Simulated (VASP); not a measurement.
# HC5 in VASP: a series of runs

HC5 is run at these levels: PBEsol; tasks: single point.

Program: VASP 6.6.1. These are calculated values, not measurements. Logs are shortened: lines on timing, memory, paths and dates and some standing lists are left out, and cuts for length are marked.

### 1 The cell of the first run

The cell holds a slab with vacuum, 24 atoms: a = 2.513 Å, b = 2.513 Å, c = 32.381 Å, α = 90.00°, β = 90.00°, γ = 90.00°.

### 2 Single point, PBEsol, collinear spin

Input file INCAR:

```
SYSTEM = HC5
PREC = Accurate
ENCUT = 520
EDIFF = 1E-6
ISMEAR = -1
SIGMA = 0.05
LREAL = .FALSE.
LASPH = .TRUE.
NELM = 200
ALGO = Normal
ISIF = 2
LWAVE = .FALSE.
LCHARG = .TRUE.
ISPIN = 2
MAGMOM = 0.042 0.042 0.042 0.042 0.042 0.042 0.042 0.042 0.042 0.042 0.042 0.042 0.042 0.042 0.042 0.042 0.042 0.042 0.042 0.042 0.042 0.042 0.042 0.042
LORBIT = 11
GGA = PS
LELF = .TRUE.
LVHAR = .TRUE.
NBANDS = 64
GGA_COMPAT = .FALSE.
NELMDL = -8
```

Input file KPOINTS:

```
Automatic mesh
0
G
  4 4 1
  0 0 0
```

Input file POSCAR:

```
HC5
1.0
    1.7769010000      1.7769010000      0.0000000000
   -1.7769010000      1.7769010000      0.0000000000
    0.0000000000      0.0000000000     32.3805640000
C H
20 4
Direct
    0.0014680000      0.0037800000      0.2434240000
    0.0400170000      0.9857730000      0.3512170000
    0.9904220000      0.9576080000      0.4543530000
    0.9594660000      0.9407010000      0.5641020000
    0.0206340000      0.0119970000      0.6814460000
    0.5116290000      0.0078400000      0.2689950000
    0.4861990000      0.9993360000      0.3728770000
    0.5056770000      0.0246820000      0.4874300000
    0.4798110000      0.0423720000      0.5932320000
    0.5191420000      0.9940820000      0.7079410000
    0.9707970000      0.4642090000      0.3225660000
    0.9980280000      0.4912380000      0.4307280000
    0.9987150000      0.5322440000      0.5429560000
    0.0386630000      0.4667960000      0.6482830000
    0.0264330000      0.5522390000      0.7626830000
    0.4524600000      0.5305280000      0.2912360000
    0.5237640000      0.4603350000      0.4025370000
    0.5308320000      0.4090380000      0.5146220000
    0.5034020000      0.5248060000      0.6246720000
    0.4888160000      0.4827780000      0.7333080000
    0.0224860000      0.6586050000      0.2215930000
    0.0318950000      0.3775220000      0.2175960000
    0.0162080000      0.1096710000      0.7796100000
    0.0103230000      0.8511140000      0.7870050000
```

Potentials or basis: VASP PAW PBE potentials, release 64 (C, H).

Launch:

```sh
cat potpaw_PBE.64/C/POTCAR potpaw_PBE.64/H/POTCAR > POTCAR
mpirun -np 1 vasp_std > vasp.out
```

OUTCAR:

```text
SYSTEM = HC5
   PREC = Accurate
   ENCUT = 520
   EDIFF = 1E-6
   ISMEAR = -1
   LREAL = .FALSE.
   LASPH = .TRUE.
   NELM = 200
   ISIF = 2
   ISPIN = 2
   LORBIT = 11
   GGA = PS
   NELMDL = -8

 ion  position               nearest neighbor table
   1  0.001  0.004  0.243-  21 1.12  22 1.26   6 1.48   6 1.53
   2  0.040  0.986  0.351-   7 1.32  11 1.53   7 1.56  11 1.62
   3  0.990  0.958  0.454-  12 1.40  12 1.54   8 1.63   8 1.69
   4  0.959  0.941  0.564-  13 1.24   9 1.55   9 1.63  13 1.64
   5  0.021  0.012  0.681-  10 1.52  10 1.53  14 1.57  14 1.74
   6  0.512  0.008  0.269-  16 1.41   1 1.48  16 1.51   1 1.53
[... 12 lines left out ...]
  19  0.503  0.525  0.625-  14 1.40  14 1.55   9 1.58   9 1.65
  20  0.489  0.483  0.733-  10 1.48  15 1.51  10 1.53  15 1.66
  21  0.022  0.659  0.222-  22 0.72   1 1.12
  22  0.032  0.378  0.218-  21 0.72   1 1.26
  23  0.016  0.110  0.780-  24 0.69  15 1.24
  24  0.010  0.851  0.787-  23 0.69  15 1.09

  LATTYP: Found a simple tetragonal cell.
 ALAT       =     2.5129174932
 C/A-ratio  =    12.8856455048

  Lattice vectors:

 A1 = (   1.7769010000,   1.7769010000,   0.0000000000)
 A2 = (  -1.7769010000,   1.7769010000,   0.0000000000)
 A3 = (   0.0000000000,   0.0000000000,  32.3805640000)

Analysis of symmetry for initial positions (statically):
=====================================================================
 Subroutine PRICEL returns:
 Original cell was already a primitive cell.

 Routine SETGRP: Setting up the symmetry group for a
 simple tetragonal supercell.

 Subroutine GETGRP returns: Found  1 space group operations
 (whereof  1 operations were pure point group operations)
 out of a pool of 16 trial point group operations.

The static configuration has the point symmetry C_1 .

Analysis of symmetry for dynamics (positions and initial velocities):
=====================================================================
 Subroutine PRICEL returns:
 Original cell was already a primitive cell.

 Routine SETGRP: Setting up the symmetry group for a
 simple tetragonal supercell.

 Subroutine GETGRP returns: Found  1 space group operations
 (whereof  1 operations were pure point group operations)
 out of a pool of 16 trial point group operations.

The dynamic configuration has the point symmetry C_1 .

Analysis of structural, dynamic, and magnetic symmetry:
=====================================================================
 Subroutine PRICEL returns:
 Original cell was already a primitive cell.

 Routine SETGRP: Setting up the symmetry group for a
 simple tetragonal supercell.

 Subroutine GETGRP returns: Found  1 space group operations
 (whereof  1 operations were pure point group operations)
 out of a pool of 16 trial point group operations.

The overall configuration has the point symmetry C_1 .

 Subroutine INISYM returns: Found  1 space group operations
 (whereof  1 operations are pure point group operations),
 and found     1 'primitive' translations

----------------------------------------------------------------------------------------

                                     Primitive cell

  volume of cell :     204.4753

  direct lattice vectors                    reciprocal lattice vectors
     1.776901000  1.776901000  0.000000000     0.281388777  0.281388777  0.000000000
    -1.776901000  1.776901000  0.000000000    -0.281388777  0.281388777  0.000000000
     0.000000000  0.000000000 32.380564000     0.000000000  0.000000000  0.030882723

  length of vectors
     2.512917493  2.512917493 32.380564000     0.397943825  0.397943825  0.030882723

  position of ions in fractional coordinates (direct lattice)
     0.001468000  0.003780000  0.243424000
     0.040017000  0.985773000  0.351217000
     0.990422000  0.957608000  0.454353000
     0.959466000  0.940701000  0.564102000
     0.020634000  0.011997000  0.681446000
     0.511629000  0.007840000  0.268995000
[... 16 lines left out ...]
     0.016208000  0.109671000  0.779610000
     0.010323000  0.851114000  0.787005000

  ion indices of the primitive-cell ions
[... 65 lines left out ...]
   number of dos      NEDOS =    301   number of ions     NIONS =     24
   total plane-waves  NPLWV = 100000
   dimension x,y,z NGX =    20 NGY =   20 NGZ =  250
   dimension x,y,z NGXF=    40 NGYF=   40 NGZF=  500
   ions per type =              20   4
   NGX,Y,Z   is equivalent  to a cutoff of  13.23, 13.23, 12.84 a.u.
   NGXF,Y,Z  is equivalent  to a cutoff of  26.46, 26.46, 25.67 a.u.
 SYSTEM =  HC5
   PREC   = accura    normal or accurate (medium, high low for compatibility)
   ISTART =      0    job   : 0-new  1-cont  2-samecut
   ICHARG =      2    charge: 1-file 2-atom 10-const
   ISPIN  =      2    spin polarized calculation?
   LNONCOLLINEAR =      F non collinear calculations
   LSORBIT =      F    spin-orbit coupling
   LASPH  =      T    aspherical Exc in radial PAW
   ENCUT  =  520.0 eV  38.22 Ry    6.18 a.u.   4.67  4.67 60.21*2*pi/ulx,y,z
   NELM   =    200;   NELMIN=  2; NELMDL= -8     # of ELM steps
   EDIFF  = 0.1E-05   stopping-criterion for ELM
   LREAL  =      F    real-space projection
   EDIFFG = 0.1E-04   stopping-criterion for IOM
   NSW    =      0    number of steps for IOM
   IBRION =     -1    ionic relax: 0-MD 1-quasi-New 2-CG
   NFREE  =      0    steps in history (QN), initial steepest desc. (CG)
   ISIF   =      2    stress and relaxation
   ISYM   =      2    0-nonsym 1-usesym 2-fastsym
   POTIM  = 0.5000    time-step for ionic-motion
   TEBEG  =    0.0;   TEEND  =   0.0 temperature during run
   PSTRESS=    0.0 pullay stress
   NELECT =      84.0000    total number of electrons
   NUPDOWN=      -1.0000    fix difference up-down
   EMIN   =  10.00;   EMAX   =-10.00  energy-range for DOS
   EFERMI =   0.00;   METHOD = LEGACY
   ISMEAR =    -1;   SIGMA  =   0.05  broadening in eV -4-tet -1-fermi 0-gaus
   EFERMI_NEDOS =   21; number of points for ismear=-14 and -15
   IALGO  =     38    algorithm
   IMIX   =      4    mixing-type and parameters
     AMIX     =   0.40;   BMIX     =  1.00
     AMIX_MAG =   1.60;   BMIX_MAG =  1.00
  volume/ion in A,a.u.               =       8.52        57.49
  Fermi-wavevector in a.u.,A,eV,Ry     =   1.216992  2.299781 20.151166  1.481069
  Thomas-Fermi vector in A             =   2.352327
   LORBIT       =     11    0 simple, 1 ext, 2 COOP (PROOUT), +10 PAW based schemes
   GGA     = PS    functional components
   LHFCALC =     F    Hartree Fock is set to
   AEXX    =    0.0000 exact exchange contribution
   IVDW    =     0    specifies the selected vdW correction
   LEPSILON=     F    determine dielectric tensor
   LRPA    =     F    only Hartree local field effects (RPA)
 spin polarized calculation
  energy-cutoff  :      520.00
  volume of cell :      204.48
 maximum number of plane-waves:      5597
 NGX is ok and might be reduce to    20
   NGX =  9   NGY =  9   NGZ =121

 number of electron      84.0000002 magnetization      -0.0000607

 number of electron      84.0000002 magnetization       0.0001202

 Free energy of the ion-electron system (eV)
  ---------------------------------------------------
  ext. energy  EPLUGINS =         0.00000000
  ---------------------------------------------------
  free energy    TOTEN  =      -188.49828735 eV

  energy without entropy =     -188.49533568  energy(sigma->0) =     -188.49681152

 E-fermi :   6.2910     XC(G=0):  -8.4949

 val. band max:        6.1485657493   @ k =   0.0000   0.0000   0.0000
 cond. band min:       6.4686215229   @ k =   0.5000   0.5000   0.0000
 fundamental gap:      0.3200557736
 Fermi energy:         6.2910304330

 spin component 1

 k-point     1 :       0.0000    0.0000    0.0000
  band No.  band energies     occupation
      1     -17.5086      1.00000
      2     -17.2436      1.00000
      3     -16.7172      1.00000
      4     -16.5057      1.00000
      5     -15.4957      1.00000
      6     -14.9010      1.00000
[... 559 lines left out ...]
     53      10.5392      0.00000
     54      10.7786      0.00000
 Fermi energy:         6.2910304330

 spin component 2

 k-point     1 :       0.0000    0.0000    0.0000
  band No.  band energies     occupation
      1     -17.5086      1.00000
      2     -17.2436      1.00000
      3     -16.7172      1.00000
      4     -16.5057      1.00000
      5     -15.4957      1.00000
      6     -14.9010      1.00000
[... 559 lines left out ...]
     53      10.5392      0.00000
     54      10.7786      0.00000
 [bands above 54 left out]

------------------------ aborting loop because EDIFF is reached ----------------------------------------

  FORCE on cell =-STRESS in cart. coord.  units (eV):
  Direction    XX          YY          ZZ          XY          YZ          ZX
  --------------------------------------------------------------------------------------
  -------------------------------------------------------------------------------------
  Total       30.8339975     30.5418276      7.0024276    -20.8405036      4.7701764     -4.6845118
  in kB      241.6014557    239.3121425     54.8679008   -163.2968935     37.3769753    -36.7057456
  external PRESSURE =     178.5938330 kB  Pullay stress =       0.0000000 kB

 VOLUME and BASIS-vectors are now :
 -----------------------------------------------------------------------------
  energy-cutoff  :      520.00
  volume of cell :      204.48
      direct lattice vectors                 reciprocal lattice vectors
     1.776901000  1.776901000  0.000000000     0.281388777  0.281388777  0.000000000
    -1.776901000  1.776901000  0.000000000    -0.281388777  0.281388777  0.000000000
     0.000000000  0.000000000 32.380564000     0.000000000  0.000000000  0.030882723

 POSITION                                       TOTAL-FORCE (eV/Angst)
 -----------------------------------------------------------------------------------
     -0.00411      0.00933      7.88221         0.053820      1.645879     -3.901565
     -1.68051      1.82273     11.37260        -5.551512     -6.921759     -7.722527
      0.05831      3.46146     14.71221        -3.488125      4.283839      7.356969
      0.03334      3.37641     18.26594        -8.928307     10.727939     11.708634
      0.01535      0.05798     22.06561         1.357664     -0.942631     -3.859931
      0.89518      0.92304      8.71021        -3.293012      0.436474     -4.279524
[... 16 lines left out ...]
     -0.16607      0.22367     25.24421        -8.129240      8.509648     -3.712534
     -1.49400      1.53069     25.48367         6.312851     -6.297085      2.823668
 -----------------------------------------------------------------------------------
    total drift:                                0.000829     -0.000452      0.000793

  FREE ENERGIE OF THE ION-ELECTRON SYSTEM (eV)
  ---------------------------------------------------
  free  energy   TOTEN  =      -188.4982873544 eV

  energy  without entropy=     -188.4953356770  energy(sigma->0) =     -188.49681152

 total charge

# of ion       s       p       d       tot
------------------------------------------
    1        0.859   1.787   0.000   2.646
    2        0.847   1.847   0.000   2.695
    3        0.829   1.727   0.000   2.556
    4        0.871   1.883   0.000   2.753
    5        0.821   1.690   0.000   2.512
    6        0.839   1.849   0.000   2.689
[... 16 lines left out ...]
   23        0.661   0.114   0.000   0.776
   24        0.749   0.105   0.000   0.854
--------------------------------------------------
tot         19.586  35.769   0.000  55.355

 magnetization (x)

# of ion       s       p       d       tot
------------------------------------------
    1        0.000   0.000   0.000   0.000
    2        0.000   0.000   0.000   0.000
    3        0.000   0.000   0.000   0.000
    4       -0.000  -0.000   0.000  -0.000
    5       -0.000  -0.000   0.000  -0.000
    6       -0.000  -0.000   0.000  -0.000
[... 16 lines left out ...]
   23       -0.000  -0.000   0.000  -0.000
   24       -0.000  -0.000   0.000  -0.000
--------------------------------------------------
tot         -0.000   0.000   0.000  -0.000
```

Wall time 12 min (1 thread of Intel Xeon 6975P-C (Granite Rapids), shared host); peak memory 0.49 GiB.

Results:

- Free energy: -188.4983 eV
- Largest force: 18.377 eV/Å
- Band gap on the k mesh: 0.32 eV (least direct gap 0.33 eV)
- Net moment: 0.00 μB per cell
- Valence electrons inside the program's atomic spheres: C 2.65, 2.69, 2.56, 2.75, 2.51, 2.58, 2.46, 2.62, 2.49, 2.64, 2.74, 2.61, 2.54, 2.63, 2.57 (each value once); H 0.83, 0.73, 0.78, 0.85

Forces in eV/Å, atoms in the order of the input:
```
C     0.054   1.646  -3.902
C    -5.552  -6.922  -7.723
C    -3.488   4.284   7.357
C    -8.928  10.728  11.709
C     1.358  -0.943  -3.860
C    -3.293   0.436  -4.280
C     6.887   4.315   7.994
C     6.570  -6.793  -7.258
C     2.879  -2.883   1.672
C    -0.214  -0.797  -1.810
C    -1.227   3.781  -1.951
C     3.828  -2.081  -3.434
C    11.243  -9.713 -10.815
C    -4.768  -0.984   5.945
C     2.748  -5.513  -1.559
C     4.758  -1.611   8.014
C    -4.034   0.084  -0.511
C    -9.313   6.686   3.452
C     2.509   1.188  -5.241
C    -0.800   4.651   4.597
H    -6.667   5.831   1.938
H     7.266  -7.603   0.551
H    -8.129   8.510  -3.713
H     6.313  -6.297   2.824
```

Caveat: the k points lie up to 0.63 Å⁻¹ apart; the PAW data sets were made with another functional, which shifts forces and pressure a little.

### 3 Single point, PBEsol, collinear spin

Input file INCAR:

```
ALGO = Normal
EDIFF = 1E-6
ENCUT = 520
GGA = PS
GGA_COMPAT = False
ISIF = 2
ISMEAR = -1
ISPIN = 2
LASPH = True
LCHARG = True
LELF = True
LORBIT = 11
LREAL = False
LVHAR = True
LWAVE = False
MAGMOM = 0.083 0.083 0.083 0.083 0.083 0.083 0.083 0.083 0.083 0.083 0.083 0.083 0.083 0.083 0.083 0.083 0.083 0.083 0.083 0.083 0.083 0.083 0.083 0.083
NBANDS = 64
NELM = 200
NELMDL = -8
PREC = Accurate
SIGMA = 0.05
```

Input file KPOINTS:

```
k-points
0
Gamma
  4 4 1
```

POSCAR is that of step 2.

Potentials or basis: VASP PAW PBE potentials, release 64 (C, H).

Launch:

```sh
cat potpaw_PBE.64/C/POTCAR potpaw_PBE.64/H/POTCAR > POTCAR
mpirun -np 1 vasp_std > vasp.out
```

It took 7 min on 1 thread of Intel Xeon 6975P-C (Granite Rapids), shared host; peak memory 0.48 GiB.

Results (log left out):

* Free energy: -188.4983 eV
* Largest force: 18.377 eV/Å
* Band gap on the k mesh: 0.32 eV (least direct gap 0.33 eV)
* Net moment: 0.00 μB per cell
* Valence electrons inside the program's atomic spheres: C 2.65, 2.69, 2.56, 2.75, 2.51, 2.58, 2.46, 2.62, 2.49, 2.64, 2.74, 2.61, 2.54, 2.63, 2.57 (each value once); H 0.83, 0.73, 0.78, 0.85

Forces on the atoms (eV/Å):
```
C     0.054   1.646  -3.902
C    -5.552  -6.922  -7.723
C    -3.488   4.284   7.357
C    -8.928  10.728  11.709
C     1.358  -0.943  -3.860
C    -3.293   0.437  -4.280
C     6.887   4.315   7.994
C     6.570  -6.793  -7.258
C     2.879  -2.883   1.672
C    -0.214  -0.796  -1.809
C    -1.227   3.781  -1.951
C     3.828  -2.081  -3.434
C    11.243  -9.713 -10.815
C    -4.768  -0.984   5.945
C     2.747  -5.512  -1.557
C     4.758  -1.612   8.015
C    -4.034   0.084  -0.512
C    -9.313   6.686   3.453
C     2.509   1.188  -5.241
C    -0.799   4.651   4.597
H    -6.667   5.831   1.938
H     7.266  -7.603   0.551
H    -8.129   8.509  -3.712
H     6.312  -6.297   2.824
```

Levels at points of the mesh, in eV from the valence-band top:
Spin up:
```csv
k point,band 38,band 39,band 40,band 41,band 42,band 43,band 44,band 45,band 46,band 47
"(0.00, 0.00, 0.00)",-1.98,-1.04,-0.78,-0.68,0.00,0.33,0.46,0.51,0.93,1.11
"(0.50, 0.00, 0.00)",-3.11,-2.72,-2.12,-1.05,-0.73,2.03,2.29,2.83,3.06,4.03
"(0.00, 0.50, 0.00)",-3.94,-3.84,-3.62,-3.34,-2.67,2.11,2.37,3.28,3.73,4.42
"(0.50, 0.50, 0.00)",-8.22,-8.02,-7.60,-6.49,-6.17,0.32,1.08,1.28,2.11,2.17
```
Spin down:
```csv
k point,band 38,band 39,band 40,band 41,band 42,band 43,band 44,band 45,band 46,band 47
"(0.00, 0.00, 0.00)",-1.98,-1.04,-0.78,-0.68,0.00,0.33,0.46,0.51,0.93,1.11
"(0.50, 0.00, 0.00)",-3.11,-2.72,-2.12,-1.05,-0.73,2.03,2.29,2.83,3.06,4.03
"(0.00, 0.50, 0.00)",-3.94,-3.84,-3.62,-3.34,-2.67,2.11,2.37,3.28,3.73,4.42
"(0.50, 0.50, 0.00)",-8.22,-8.02,-7.60,-6.49,-6.17,0.32,1.08,1.28,2.11,2.17
```

Caveat: the k points lie up to 0.63 Å⁻¹ apart; the PAW data sets were made with another functional, which shifts forces and pressure a little.
